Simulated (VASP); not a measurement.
Wanted: the native input for a VASP 6.6.1 run.

| Quantity | Value |
| --- | --- |
| Task | single point |
| Functional | LDA |
| Potentials or basis | VASP PAW LDA potentials, release 64 (Be, S) |
| Cutoff | 520 eV |
| k mesh | 8 × 8 × 8 |
| Occupations | gaussian, width 0.01 eV |
| Spin | no spin polarisation |
| Dipole correction | no |
| Further INCAR settings | ALGO = Normal; EDIFF = 1e-06; NBANDS = 11 |

The structure of BeS lies in POSCAR:

```
BeS
1.0
    0.0000000000      2.4725610944      2.4725610944
    2.4725610944      0.0000000000      2.4725610944
    2.4725610944      2.4725610944      0.0000000000
Be S
1 1
Direct
    0.0000000000      0.0000000000      0.0000000000
    0.2500000000      0.2500000000      0.2500000000
```

One way to write it, as run:

INCAR

```
SYSTEM = BeS
ALGO = Normal ; EDIFF = 1E-6
ENCUT = 520 ; GGA = CA
ISIF = 2 ; ISMEAR = 0
LASPH = .True. ; LCHARG = .False.
LREAL = .False. ; LWAVE = .False.
NBANDS = 11 ; NELM = 80
PREC = Accurate ; SIGMA = 0.01
```

KPOINTS

```
k-points
0
Gamma
  8 8 8
  0 0 0
```

Potentials or basis: VASP PAW LDA potentials, release 64 (Be, S).

Run with:

```sh
$ cat potpaw_LDA.64/Be/POTCAR potpaw_LDA.64/S/POTCAR > POTCAR
$ mpirun -np 1 vasp_std > vasp.out
```

Results of the run:

```json
{
 "Pressure": "-7.8 GPa",
 "Band gap on the k mesh": "3.02 eV, indirect (least direct gap 5.20 eV)"
}
```

Run time: 8.6 s on 1 thread of Intel(R) Xeon(R) Platinum 8488C (Sapphire Rapids), on a shared host, peak memory 0.13 GiB.
